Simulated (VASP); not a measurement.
# Cd4SeS3 (I-42m) in VASP: a series of runs, part 2 of 2

VASP 6.6.1.

### 3 Single point, PBE

INCAR

```
ALGO = Normal ; EDIFF = 1E-6
ENCUT = 520 ; GGA = PE
ISIF = 2 ; ISMEAR = 0
LASPH = T ; LCHARG = F
LREAL = F ; LWAVE = F
NBANDS = 46 ; NELM = 100
PREC = Accurate ; SIGMA = 0.01
```

KPOINTS

```
k-points
0
Gamma
  6 6 6
```

POSCAR

```
Cd4SeS3
1.0
   -2.9970846339      2.9970846339      5.9900196325
    2.9970846339     -2.9970846339      5.9900196325
    2.9970846339      2.9970846339     -5.9900196325
Cd Se S
4 1 3
Direct
    0.8852923857      0.3707284432      0.0000000000
    0.3707284432      0.8852923857      0.0000000000
    0.1147076143      0.1147076143      0.4854360574
    0.6292715568      0.6292715568      0.5145639426
    0.5000000000      0.5000000000      0.0000000000
    0.7500000000      0.2500000000      0.5000000000
    0.2500000000      0.7500000000      0.5000000000
    0.0000000000      0.0000000000      0.0000000000
```

Potentials or basis: VASP PAW PBE potentials, release 64 (Cd, Se, S).

Launch:

```console
cat potpaw_PBE.64/Cd/POTCAR potpaw_PBE.64/Se/POTCAR potpaw_PBE.64/S/POTCAR > POTCAR
mpirun -np 1 vasp_std > vasp.out
```

OUTCAR:

```text
EDIFF = 1E-6
   ENCUT = 520
   GGA = PE
   ISIF = 2
   ISMEAR = 0
   LASPH = T
   LREAL = F
   NELM = 100
   PREC = Accurate

 ion  position               nearest neighbor table
   1  0.885  0.371  0.000-   8 2.57   6 2.58   7 2.58   5 2.67
   2  0.371  0.885  0.000-   8 2.57   7 2.58   6 2.58   5 2.67
   3  0.115  0.115  0.485-   8 2.57   7 2.58   6 2.58   5 2.67
   4  0.629  0.629  0.515-   8 2.57   7 2.58   6 2.58   5 2.67
   5  0.500  0.500  0.000-   1 2.67   2 2.67   3 2.67   4 2.67
   6  0.750  0.250  0.500-   4 2.58   1 2.58   2 2.58   3 2.58
   7  0.250  0.750  0.500-   4 2.58   2 2.58   1 2.58   3 2.58
   8  0.000  0.000  0.000-   3 2.57   2 2.57   1 2.57   4 2.57

  LATTYP: Found a body centered tetragonal cell.
 ALAT       =     5.9941692678
 C/A-ratio  =     1.9986154427

  Lattice vectors:

 A1 = (  -2.9970846339,   2.9970846339,   5.9900196325)
 A2 = (   2.9970846339,  -2.9970846339,   5.9900196325)
 A3 = (   2.9970846339,   2.9970846339,  -5.9900196325)

Analysis of symmetry for initial positions (statically):
=====================================================================
 Subroutine PRICEL returns:
 Original cell was already a primitive cell.

 Routine SETGRP: Setting up the symmetry group for a
 body centered tetragonal supercell.

 Subroutine GETGRP returns: Found  8 space group operations
 (whereof  8 operations were pure point group operations)
 out of a pool of 16 trial point group operations.

The static configuration has the point symmetry D_2d.

Analysis of symmetry for dynamics (positions and initial velocities):
=====================================================================
 Subroutine PRICEL returns:
 Original cell was already a primitive cell.

 Routine SETGRP: Setting up the symmetry group for a
 body centered tetragonal supercell.

 Subroutine GETGRP returns: Found  8 space group operations
 (whereof  8 operations were pure point group operations)
 out of a pool of 16 trial point group operations.

The dynamic configuration has the point symmetry D_2d.

 Subroutine INISYM returns: Found  8 space group operations
 (whereof  8 operations are pure point group operations),
 and found     1 'primitive' translations

----------------------------------------------------------------------------------------

                                     Primitive cell

  volume of cell :     215.2218

  direct lattice vectors                    reciprocal lattice vectors
    -2.997084634  2.997084634  5.990019633     0.000000000  0.166828789  0.083472181
     2.997084634 -2.997084634  5.990019633     0.166828789  0.000000000  0.083472181
     2.997084634  2.997084634 -5.990019633     0.166828789  0.166828789  0.000000000

  length of vectors
     7.337940297  7.337940297  7.337940297     0.186546106  0.186546106  0.235931536

  position of ions in fractional coordinates (direct lattice)
     0.885292386  0.370728443  0.000000000
     0.370728443  0.885292386  0.000000000
     0.114707614  0.114707614  0.485436057
     0.629271557  0.629271557  0.514563943
     0.500000000  0.500000000  0.000000000
[... 37 lines left out ...]
 ===========================================

 Found     30 irreducible k-points:

 Following reciprocal coordinates:
            Coordinates               Weight
  0.000000  0.000000  0.000000      1.000000
  0.166667  0.000000 -0.000000      8.000000
  0.333333 -0.000000  0.000000      8.000000
  0.500000  0.000000 -0.000000      4.000000
  0.166667  0.166667 -0.000000      8.000000
  0.333333  0.166667 -0.000000     16.000000
[... 16 lines left out ...]
 -0.333333 -0.333333  0.166667      8.000000
 -0.166667 -0.333333  0.166667      8.000000
 [... further k-points ...]
   k-points           NKPTS =     30   k-points in BZ     NKDIM =     30   number of bands    NBANDS=     46
   number of dos      NEDOS =    301   number of ions     NIONS =      8
   total plane-waves  NPLWV = 175616
   dimension x,y,z NGX =    56 NGY =   56 NGZ =   56
   dimension x,y,z NGXF=   112 NGYF=  112 NGZF=  112
   ions per type =               4   1   3
   NGX,Y,Z   is equivalent  to a cutoff of  12.69, 12.69, 12.69 a.u.
   NGXF,Y,Z  is equivalent  to a cutoff of  25.37, 25.37, 25.37 a.u.
 SYSTEM =  unknown system
   PREC   = accura    normal or accurate (medium, high low for compatibility)
   ISTART =      0    job   : 0-new  1-cont  2-samecut
   ICHARG =      2    charge: 1-file 2-atom 10-const
   ISPIN  =      1    spin polarized calculation?
   LNONCOLLINEAR =      F non collinear calculations
   LSORBIT =      F    spin-orbit coupling
   LASPH  =      T    aspherical Exc in radial PAW
   ENCUT  =  520.0 eV  38.22 Ry    6.18 a.u.  13.64 13.64 13.64*2*pi/ulx,y,z
   NELM   =    100;   NELMIN=  2; NELMDL= -5     # of ELM steps
   EDIFF  = 0.1E-05   stopping-criterion for ELM
   LREAL  =      F    real-space projection
   EDIFFG = 0.1E-04   stopping-criterion for IOM
   NSW    =      0    number of steps for IOM
   IBRION =     -1    ionic relax: 0-MD 1-quasi-New 2-CG
   NFREE  =      0    steps in history (QN), initial steepest desc. (CG)
   ISIF   =      2    stress and relaxation
   ISYM   =      2    0-nonsym 1-usesym 2-fastsym
   POTIM  = 0.5000    time-step for ionic-motion
   TEBEG  =    0.0;   TEEND  =   0.0 temperature during run
   PSTRESS=    0.0 pullay stress
   NELECT =      72.0000    total number of electrons
   NUPDOWN=      -1.0000    fix difference up-down
   EMIN   =  10.00;   EMAX   =-10.00  energy-range for DOS
   EFERMI =   0.00;   METHOD = LEGACY
   ISMEAR =     0;   SIGMA  =   0.01  broadening in eV -4-tet -1-fermi 0-gaus
   EFERMI_NEDOS =   21; number of points for ismear=-14 and -15
   IALGO  =     38    algorithm
   IMIX   =      4    mixing-type and parameters
     AMIX     =   0.40;   BMIX     =  1.00
     AMIX_MAG =   1.60;   BMIX_MAG =  1.00
  volume/ion in A,a.u.               =      26.90       181.55
  Fermi-wavevector in a.u.,A,eV,Ry     =   1.136467  2.147612 17.572710  1.291558
  Thomas-Fermi vector in A             =   2.273172
   LORBIT       =      0    0 simple, 1 ext, 2 COOP (PROOUT), +10 PAW based schemes
   GGA     = PE    functional components
   LHFCALC =     F    Hartree Fock is set to
   AEXX    =    0.0000 exact exchange contribution
   IVDW    =     0    specifies the selected vdW correction
   LEPSILON=     F    determine dielectric tensor
   LRPA    =     F    only Hartree local field effects (RPA)
 non-spin polarized calculation
 Gauss-broadening in eV      SIGMA  =   0.01
  energy-cutoff  :      520.00
  volume of cell :      215.22
 maximum number of plane-waves:      5831
 NGX is ok and might be reduce to    56
   NGX = 27   NGY = 27   NGZ = 27

 number of electron      71.9999996 magnetization

 Free energy of the ion-electron system (eV)
  ---------------------------------------------------
  ext. energy  EPLUGINS =         0.00000000
  ---------------------------------------------------
  free energy    TOTEN  =       -23.91513128 eV

  energy without entropy =      -23.91513128  energy(sigma->0) =      -23.91513128

 E-fermi :   0.9125     XC(G=0):  -8.8582

 val. band max:        0.8230720685   @ k =   0.0000   0.0000   0.0000
 cond. band min:       1.7091002829   @ k =   0.0000   0.0000   0.0000
 fundamental gap:      0.8860282143
 Fermi energy:         0.9125125646

 k-point     1 :       0.0000    0.0000    0.0000
  band No.  band energies     occupation
      1     -11.3284      2.00000
      2     -10.8608      2.00000
      3     -10.8425      2.00000
      4     -10.8299      2.00000
      5      -6.8082      2.00000
      6      -6.8079      2.00000
[... 1165 lines left out ...]
     45       7.5452      0.00000
     46       7.6646      0.00000

 [... further k-points ...]
[... 5 lines left out ...]
  --------------------------------------------------------------------------------------
  -------------------------------------------------------------------------------------
  Total        0.3790479      0.3790479      0.3789587      0.0000000      0.0000000      0.0000000
  in kB        2.8217491      2.8217491      2.8210853      0.0000000      0.0000000      0.0000000
  external PRESSURE =       2.8215279 kB  Pullay stress =       0.0000000 kB

 VOLUME and BASIS-vectors are now :
 -----------------------------------------------------------------------------
  energy-cutoff  :      520.00
  volume of cell :      215.22
      direct lattice vectors                 reciprocal lattice vectors
    -2.997084634  2.997084634  5.990019633     0.000000000  0.166828789  0.083472181
     2.997084634 -2.997084634  5.990019633     0.166828789  0.000000000  0.083472181
     2.997084634  2.997084634 -5.990019633     0.166828789  0.166828789  0.000000000

 POSITION                                       TOTAL-FORCE (eV/Angst)
 -----------------------------------------------------------------------------------
     -1.54219      1.54219      7.52359         0.000918     -0.000918     -0.000096
      1.54219     -1.54219      7.52359        -0.000918      0.000918     -0.000096
      1.45489      1.45489     -1.53357         0.000918      0.000918      0.000096
      1.54219      1.54219      4.45645        -0.000918     -0.000918      0.000096
      0.00000      0.00000      5.99002         0.000000      0.000000      0.000000
      0.00000      2.99708      2.99501        -0.000000      0.000000      0.000000
      2.99708      0.00000      2.99501        -0.000000      0.000000      0.000000
      0.00000      0.00000      0.00000        -0.000000      0.000000      0.000000
 -----------------------------------------------------------------------------------
    total drift:                               -0.000009     -0.000009     -0.000008

  FREE ENERGIE OF THE ION-ELECTRON SYSTEM (eV)
  ---------------------------------------------------
  free  energy   TOTEN  =       -23.9151312818 eV

  energy  without entropy=      -23.9151312818  energy(sigma->0) =      -23.91513128
```

Run time: 17 min. Hardware: 1 thread of AMD EPYC 7R13, shared host; peak memory 0.56 GiB.

Results:

| Property | Result |
| --- | --- |
| Free energy | -23.9151 eV |
| Pressure | 0.3 GPa |
| Band gap on the k mesh | 0.89 eV, direct |
